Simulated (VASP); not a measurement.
# HgTe (Coloradoite) (F-43m) in VASP: a series of runs

The runs below take HgTe (Coloradoite) through single point, with PBE, r2SCAN.

Program: VASP 6.6.1. These are calculated values, not measurements. Logs are shortened: lines on timing, memory, paths and dates and some standing lists are left out, and cuts for length are marked.

## 1. The cell of the first run

The structure is cubic, space group F-43m (No. 216). The conventional cell has a = 6.578 Å, b = 6.578 Å, c = 6.578 Å, α = 90.00°, β = 90.00°, γ = 90.00°. Within 3.8 Å of Hg (site symmetry -43m) lie 4 Te at 2.85 Å. Te (site symmetry -43m) has 4 Hg at 2.85 Å within 3.8 Å.

## 2. Single point, PBE

INCAR reads:

```
SYSTEM = HgTe
PREC = Accurate ; ENCUT = 520
EDIFF = 1E-7 ; ISMEAR = -1
SIGMA = 0.02 ; LREAL = .FALSE.
LASPH = .TRUE. ; NELM = 100
ALGO = Normal ; ISIF = 2
LWAVE = .FALSE. ; LCHARG = .FALSE.
GGA = PE ; NBANDS = 16
```

KPOINTS reads:

```
Automatic mesh
0
G
  6 6 6
  0 0 0
```

POSCAR reads:

```
HgTe
1.0
    0.0000000000      3.2891972858      3.2891972858
    3.2891972858      0.0000000000      3.2891972858
    3.2891972858      3.2891972858      0.0000000000
Hg Te
1 1
Direct
    0.0000000000      0.0000000000      0.0000000000
    0.2500000000      0.2500000000      0.2500000000
```

Potentials or basis: VASP PAW PBE potentials, release 64 (Hg, Te).

Run with:

```
$ cat potpaw_PBE.64/Hg/POTCAR potpaw_PBE.64/Te/POTCAR > POTCAR
$ mpirun -np 1 vasp_std > vasp.out
```

OUTCAR:

```text
SYSTEM = HgTe
   PREC = Accurate
   ENCUT = 520
   EDIFF = 1E-7
   ISMEAR = -1
   LREAL = .FALSE.
   LASPH = .TRUE.
   NELM = 100
   ISIF = 2
   GGA = PE

 ion  position               nearest neighbor table
   1  0.000  0.000  0.000-   2 2.85   2 2.85   2 2.85   2 2.85
   2  0.250  0.250  0.250-   1 2.85   1 2.85   1 2.85   1 2.85

  LATTYP: Found a face centered cubic cell.
 ALAT       =     6.5783945716

  Lattice vectors:

 A1 = (   0.0000000000,   3.2891972858,   3.2891972858)
 A2 = (   3.2891972858,   0.0000000000,   3.2891972858)
 A3 = (   3.2891972858,   3.2891972858,   0.0000000000)

Analysis of symmetry for initial positions (statically):
=====================================================================
 Subroutine PRICEL returns:
 Original cell was already a primitive cell.

 Routine SETGRP: Setting up the symmetry group for a
 face centered cubic supercell.

 Subroutine GETGRP returns: Found 24 space group operations
 (whereof 24 operations were pure point group operations)
 out of a pool of 48 trial point group operations.

The static configuration has the point symmetry T_d .

Analysis of symmetry for dynamics (positions and initial velocities):
=====================================================================
 Subroutine PRICEL returns:
 Original cell was already a primitive cell.

 Routine SETGRP: Setting up the symmetry group for a
 face centered cubic supercell.

 Subroutine GETGRP returns: Found 24 space group operations
 (whereof 24 operations were pure point group operations)
 out of a pool of 48 trial point group operations.

The dynamic configuration has the point symmetry T_d .

 Subroutine INISYM returns: Found 24 space group operations
 (whereof 24 operations are pure point group operations),
 and found     1 'primitive' translations

----------------------------------------------------------------------------------------

                                     Primitive cell

  volume of cell :      71.1705

  direct lattice vectors                    reciprocal lattice vectors
     0.000000000  3.289197286  3.289197286    -0.152012773  0.152012773  0.152012773
     3.289197286  0.000000000  3.289197286     0.152012773 -0.152012773  0.152012773
     3.289197286  3.289197286  0.000000000     0.152012773  0.152012773 -0.152012773

  length of vectors
     4.651627411  4.651627411  4.651627411     0.263293846  0.263293846  0.263293846

  position of ions in fractional coordinates (direct lattice)
     0.000000000  0.000000000  0.000000000
     0.250000000  0.250000000  0.250000000

  ion indices of the primitive-cell ions
   primitive index   ion index
                 1           1
                 2           2

----------------------------------------------------------------------------------------

 KPOINTS: Automatic mesh

Automatic generation of k-mesh.
 Grid dimensions read from file:
 generate k-points for:    6    6    6

 Generating k-lattice:

  Cartesian coordinates                     Fractional coordinates (reciprocal lattice)
    -0.025335462  0.025335462  0.025335462     0.166666667  0.000000000  0.000000000
     0.025335462 -0.025335462  0.025335462     0.000000000  0.166666667  0.000000000
     0.025335462  0.025335462 -0.025335462     0.000000000  0.000000000  0.166666667

  Length of vectors
     0.043882308  0.043882308  0.043882308

  Shift w.r.t. Gamma in fractional coordinates (k-lattice)
     0.000000000  0.000000000  0.000000000

 Subroutine IBZKPT returns following result:
 ===========================================

 Found     16 irreducible k-points:

 Following reciprocal coordinates:
            Coordinates               Weight
  0.000000  0.000000  0.000000      1.000000
  0.166667  0.000000  0.000000      8.000000
  0.333333  0.000000  0.000000      8.000000
  0.500000  0.000000  0.000000      4.000000
  0.166667  0.166667  0.000000      6.000000
  0.333333  0.166667  0.000000     24.000000
[... 8 lines left out ...]
 -0.333333  0.333333  0.166667     24.000000
 -0.333333  0.500000  0.166667     12.000000
   k-points           NKPTS =     16   k-points in BZ     NKDIM =     16   number of bands    NBANDS=     16
   number of dos      NEDOS =    301   number of ions     NIONS =      2
   total plane-waves  NPLWV =  46656
   dimension x,y,z NGX =    36 NGY =   36 NGZ =   36
   dimension x,y,z NGXF=    72 NGYF=   72 NGZF=   72
   ions per type =               1   1
   NGX,Y,Z   is equivalent  to a cutoff of  12.87, 12.87, 12.87 a.u.
   NGXF,Y,Z  is equivalent  to a cutoff of  25.73, 25.73, 25.73 a.u.
 SYSTEM =  HgTe
   PREC   = accura    normal or accurate (medium, high low for compatibility)
   ISTART =      0    job   : 0-new  1-cont  2-samecut
   ICHARG =      2    charge: 1-file 2-atom 10-const
   ISPIN  =      1    spin polarized calculation?
   LNONCOLLINEAR =      F non collinear calculations
   LSORBIT =      F    spin-orbit coupling
   LASPH  =      T    aspherical Exc in radial PAW
   ENCUT  =  520.0 eV  38.22 Ry    6.18 a.u.   8.65  8.65  8.65*2*pi/ulx,y,z
   NELM   =    100;   NELMIN=  2; NELMDL= -5     # of ELM steps
   EDIFF  = 0.1E-06   stopping-criterion for ELM
   LREAL  =      F    real-space projection
   EDIFFG = 0.1E-05   stopping-criterion for IOM
   NSW    =      0    number of steps for IOM
   IBRION =     -1    ionic relax: 0-MD 1-quasi-New 2-CG
   NFREE  =      0    steps in history (QN), initial steepest desc. (CG)
   ISIF   =      2    stress and relaxation
   ISYM   =      2    0-nonsym 1-usesym 2-fastsym
   POTIM  = 0.5000    time-step for ionic-motion
   TEBEG  =    0.0;   TEEND  =   0.0 temperature during run
   PSTRESS=    0.0 pullay stress
   NELECT =      18.0000    total number of electrons
   NUPDOWN=      -1.0000    fix difference up-down
   EMIN   =  10.00;   EMAX   =-10.00  energy-range for DOS
   EFERMI =   0.00;   METHOD = LEGACY
   ISMEAR =    -1;   SIGMA  =   0.02  broadening in eV -4-tet -1-fermi 0-gaus
   EFERMI_NEDOS =   21; number of points for ismear=-14 and -15
   IALGO  =     38    algorithm
   IMIX   =      4    mixing-type and parameters
     AMIX     =   0.40;   BMIX     =  1.00
     AMIX_MAG =   1.60;   BMIX_MAG =  1.00
  volume/ion in A,a.u.               =      35.59       240.14
  Fermi-wavevector in a.u.,A,eV,Ry     =   1.035299  1.956431 14.583320  1.071844
  Thomas-Fermi vector in A             =   2.169635
   LORBIT       =      0    0 simple, 1 ext, 2 COOP (PROOUT), +10 PAW based schemes
   GGA     = PE    functional components
   LHFCALC =     F    Hartree Fock is set to
   AEXX    =    0.0000 exact exchange contribution
   IVDW    =     0    specifies the selected vdW correction
   LEPSILON=     F    determine dielectric tensor
   LRPA    =     F    only Hartree local field effects (RPA)
 non-spin polarized calculation
  energy-cutoff  :      520.00
  volume of cell :       71.17
 maximum number of plane-waves:      1936
 NGX is ok and might be reduce to    36
   NGX = 17   NGY = 17   NGZ = 17

 number of electron      18.0000001 magnetization

 Free energy of the ion-electron system (eV)
  ---------------------------------------------------
  ext. energy  EPLUGINS =         0.00000000
  ---------------------------------------------------
  free energy    TOTEN  =        -3.63066323 eV

  energy without entropy =       -3.63030955  energy(sigma->0) =       -3.63048639

 E-fermi :   2.5735     XC(G=0):  -8.5022

 val. band max:        2.5596801348   @ k =   0.0000   0.0000   0.0000
 cond. band min:       3.2610836787   @ k =   0.5000   0.0000   0.0000
 fundamental gap:      0.7014035439
 Fermi energy:         2.5735436662

 k-point     1 :       0.0000    0.0000    0.0000
  band No.  band energies     occupation
      1      -9.0626      2.00000
      2      -4.5044      2.00000
      3      -4.5044      2.00000
      4      -4.5044      2.00000
      5      -4.0369      2.00000
      6      -4.0369      2.00000
[... 8 lines left out ...]
     15      12.0344      0.00000
     16      12.0344      0.00000

 k-point     2 :       0.1667    0.0000    0.0000
  band No.  band energies     occupation
      1      -8.9437      2.00000
      2      -4.4724      2.00000
      3      -4.4724      2.00000
      4      -4.4469      2.00000
      5      -4.0391      2.00000
      6      -4.0391      2.00000
[... 8 lines left out ...]
     15      11.1263      0.00000
     16      11.1263      0.00000

 k-point     3 :       0.3333    0.0000    0.0000
  band No.  band energies     occupation
      1      -8.6898      2.00000
      2      -4.4167      2.00000
      3      -4.4167      2.00000
      4      -4.1740      2.00000
      5      -4.0309      2.00000
      6      -4.0309      2.00000
[... 8 lines left out ...]
     15      11.4116      0.00000
     16      11.4116      0.00000

 k-point     4 :       0.5000    0.0000    0.0000
  band No.  band energies     occupation
      1      -8.5542      2.00000
      2      -4.3949      2.00000
      3      -4.3949      2.00000
      4      -4.0185      2.00000
      5      -4.0185      2.00000
      6      -3.7645      2.00000
[... 8 lines left out ...]
     15      12.5382      0.00000
     16      12.5382      0.00000
[... 172 lines left out ...]
 k-point    14 :       0.5000    0.3333    0.1667
  band No.  band energies     occupation
      1      -8.5150      2.00000
      2      -4.3494      2.00000
      3      -4.3274      2.00000
      4      -4.1594      2.00000
      5      -4.0151      2.00000
      6      -3.8939      2.00000
[... 8 lines left out ...]
     15      12.6778      0.00000
     16      13.5356      0.00000

 k-point    15 :      -0.3333    0.3333    0.1667
  band No.  band energies     occupation
      1      -8.4232      2.00000
      2      -4.3285      2.00000
      3      -4.3003      2.00000
      4      -4.0786      2.00000
      5      -4.0425      2.00000
      6      -3.6211      2.00000
[... 8 lines left out ...]
     15      12.8019      0.00000
     16      13.4192      0.00000

 k-point    16 :      -0.3333    0.5000    0.1667
  band No.  band energies     occupation
      1      -8.3777      2.00000
      2      -4.3048      2.00000
      3      -4.2543      2.00000
      4      -4.1382      2.00000
      5      -4.0200      2.00000
      6      -3.5350      2.00000
[... 8 lines left out ...]
     15      13.2885      0.00000
     16      13.5433      0.00000

------------------------ aborting loop because EDIFF is reached ----------------------------------------

  FORCE on cell =-STRESS in cart. coord.  units (eV):
  Direction    XX          YY          ZZ          XY          YZ          ZX
  --------------------------------------------------------------------------------------
  -------------------------------------------------------------------------------------
  Total        0.5911570      0.5911570      0.5911570     -0.0000000     -0.0000000     -0.0000000
  in kB       13.3080275     13.3080275     13.3080275     -0.0000000     -0.0000000     -0.0000000
  external PRESSURE =      13.3080275 kB  Pullay stress =       0.0000000 kB

 VOLUME and BASIS-vectors are now :
 -----------------------------------------------------------------------------
  energy-cutoff  :      520.00
  volume of cell :       71.17
      direct lattice vectors                 reciprocal lattice vectors
     0.000000000  3.289197286  3.289197286    -0.152012773  0.152012773  0.152012773
     3.289197286  0.000000000  3.289197286     0.152012773 -0.152012773  0.152012773
     3.289197286  3.289197286  0.000000000     0.152012773  0.152012773 -0.152012773

 POSITION                                       TOTAL-FORCE (eV/Angst)
 -----------------------------------------------------------------------------------
      0.00000      0.00000      0.00000         0.000000      0.000000     -0.000000
      1.64460      1.64460      1.64460        -0.000000     -0.000000      0.000000
 -----------------------------------------------------------------------------------
    total drift:                               -0.000000     -0.000000     -0.000000

  FREE ENERGIE OF THE ION-ELECTRON SYSTEM (eV)
  ---------------------------------------------------
  free  energy   TOTEN  =        -3.6306632262 eV

  energy  without entropy=       -3.6303095550  energy(sigma->0) =       -3.63048639
```

Run time: 40 s. Hardware: 1 thread of AMD EPYC 7R43 (Zen 3), shared host; peak memory 0.17 GiB.

What came out:

* Free energy: -3.6307 eV
* Pressure: 1.3 GPa
* Band gap on the k mesh: zero (filled and empty bands touch)

Levels at points of the mesh, in eV from the Fermi level:
```tsv
k point	band 5	band 6	band 7	band 8	band 9	band 10	band 11	band 12	band 13	band 14
(0.00, 0.00, 0.00)	-6.61	-6.61	-0.87	-0.01	-0.01	-0.01	4.30	4.30	4.30	6.49
(0.50, 0.00, 0.00)	-6.59	-6.34	-5.17	-0.90	-0.90	0.69	5.07	5.07	6.83	7.78
(0.50, 0.50, 0.00)	-6.56	-6.21	-5.17	-2.07	-2.07	1.90	2.61	8.02	8.63	8.63
```

Caveat: spin-orbit coupling is left out, which moves the levels of the heavy elements.

## 3. Single point, r2SCAN

POSCAR is that of step 2.

INCAR.step1 reads:

```
ALGO = Normal
EDIFF = 1E-4
ENCUT = 520
GGA = PE
ISMEAR = -1
LASPH = T
LCHARG = F
LREAL = F
LWAVE = T
NBANDS = 16
NELM = 100
PREC = Accurate
SIGMA = 0.02
```

INCAR.step2 reads:

```
ALGO = Normal
EDIFF = 1E-6
ENCUT = 520
ISIF = 2
ISMEAR = -1
ISTART = 1
LASPH = T
LCHARG = F
LMIXTAU = T
LREAL = F
LWAVE = F
METAGGA = R2SCAN
NBANDS = 16
NELM = 100
PREC = Accurate
SIGMA = 0.02
```

KPOINTS reads:

```
k-points
0
Gamma
  6 6 6
```

Potentials or basis: VASP PAW PBE potentials, release 64 (Hg, Te).

Run with:

```
$ cat potpaw_PBE.64/Hg/POTCAR potpaw_PBE.64/Te/POTCAR > POTCAR
$ cp INCAR.step1 INCAR
$ mpirun -np 1 vasp_std > vasp.out
$ cp INCAR.step2 INCAR
$ mpirun -np 1 vasp_std > vasp.out
```

It took 2.6 min on 1 thread of AMD EPYC 7R43 (Zen 3), shared host; peak memory 0.18 GiB.

The run converged. Its results:

- Free energy: -75.1541 eV
- Pressure: 0.0 GPa
- Band gap on the k mesh: zero (filled and empty bands touch)

Levels at points of the mesh, in eV from the Fermi level:
```
           k point  band 7  band 8  band 9  band 10  band 11  band 12
(0.00, 0.00, 0.00)   -0.57   -0.01   -0.01    -0.01     4.65     4.65
(0.50, 0.00, 0.00)   -5.31   -0.93   -0.93     0.93     5.41     5.41
(0.50, 0.50, 0.00)   -5.31   -2.14   -2.14     2.08     2.85     8.49
```

Caveat: the PAW data sets were made with another functional, which shifts forces and pressure a little; spin-orbit coupling is left out, which moves the levels of the heavy elements.
